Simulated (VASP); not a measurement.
Crystal: Sn2GeP2.

```
CELL_PARAMETERS angstrom
4.49490 0.00000 0.00000
-2.24745 3.89270 0.00000
0.00000 0.00000 7.59269
ATOMIC_POSITIONS crystal
Sn 0.66667 0.33333 0.37033
Sn 0.33333 0.66667 0.62967
Ge 0.00000 0.00000 0.00000
P 0.66667 0.33333 0.74603
P 0.33333 0.66667 0.25397
```

The cell was built from a structure type or drawn by symmetry, and may not be a known phase.

| Item | Value |
| --- | --- |
| Program | VASP 6.6.1 |
| Task | relaxation of cell and atoms |
| Functional | PBE |
| Potentials or basis | VASP PAW PBE potentials, release 64 (Sn_d, Ge_d, P) |
| Cutoff | 600 eV |
| k mesh | 6 × 6 × 2 |
| Occupations | gaussian, width 0.1 eV |
| Spin | no spin polarisation |

At the start: pressure -0.4 GPa; volume 26.57 Å³/atom.

How do energy, volume and symmetry change on relaxing?

Over 15 steps the energy falls by 154.0 meV/atom and the volume is 23.57 Å³/atom (-11.3 %); space group P-3m1 (No. 164, to 0.1 Å) before and after.

Step by step:
```
step  energy change (eV)  largest force (eV/Å)  pressure (GPa)  volume (Å³)
   1              0.0000                0.8499           -0.41       132.85
   2             -0.1446                0.6837           -0.62       131.52
   3             -0.4765                0.3971           -0.93       127.37
   4             -0.7315                0.1530           -0.39       118.42
   5             -0.7403                0.1819            0.99       115.49
   6             -0.7410                0.1783            0.69       116.07
   7             -0.7490                0.2009            0.57       116.25
   8             -0.7527                0.1872            0.40       116.49
   9             -0.7530                0.1938            0.40       116.44
  10             -0.7594                0.1540           -0.03       117.46
  11             -0.7613                0.0964           -0.79       119.37
  12             -0.7620                0.1117           -0.60       118.79
  13             -0.7668                0.0712           -0.35       118.42
  14             -0.7691                0.0468            0.27       117.56
  15             -0.7698                0.0357            0.09       117.85
```

Final structure:
```
Sn Ge P
1.0
     4.67160    0.00000    0.00000
    -2.33580    4.04572    0.00000
     0.00000    0.00000    6.23554
Sn Ge P
2 1 2
Direct
  0.66667 0.33333 0.31272
  0.33333 0.66667 0.68728
  0.00000 0.00000 0.00000
  0.66667 0.33333 0.77978
  0.33333 0.66667 0.22022
```

Caveat: the k points lie up to 0.50 Å⁻¹ apart in the final cell, too coarse for converged energies and pressures of a metal; a cell axis changed by over 15 % at a fixed basis, so the end point is rough.
